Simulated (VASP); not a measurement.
## B2W: single point with LDA

Crystal: B2W.

```
CELL_PARAMETERS angstrom
2.97034 0.00000 0.00000
-1.48517 2.57239 0.00000
0.00000 0.00000 3.28028
ATOMIC_POSITIONS crystal
B 0.33333 0.66667 0.50000
B 0.66667 0.33333 0.50000
W 0.00000 0.00000 0.00000
```

```yaml
Program: VASP 6.6.1
Task: single point
Functional: LDA
Potentials_or_basis: VASP PAW LDA potentials, release 64 (B, W_sv)
Cutoff: 520 eV
k_mesh: 18 × 18 × 12
Occupations: fermi-dirac, width 0.15 eV
Spin: no spin polarisation
```

```
Pressure               : 9.1 GPa
Band gap on the k mesh : zero (bands 10 and 11 overlap by 3.69 eV)
```

Levels at points of the mesh, in eV from the Fermi level:
| k point | band 8 | band 9 | band 10 | band 11 | band 12 | band 13 |
| --- | --- | --- | --- | --- | --- | --- |
| (0.00, 0.00, 0.00) | -5.20 | -4.43 | 0.49 | 0.49 | 2.51 | 2.51 |
| (0.50, 0.00, 0.00) | -5.82 | -5.00 | -0.63 | 1.16 | 2.27 | 2.98 |
| (0.00, 0.00, 0.50) | -2.50 | -2.37 | -2.37 | -2.32 | -2.32 | -0.79 |
| (0.50, 0.00, 0.50) | -7.24 | -4.57 | 1.01 | 2.62 | 3.72 | 4.83 |

Wall time 110 s on 1 thread of AMD EPYC 7R13, on a shared host, peak memory 0.19 GiB.

Caveat: the cell stands under pressure; spin-orbit coupling is left out, which moves the levels of the heavy elements.
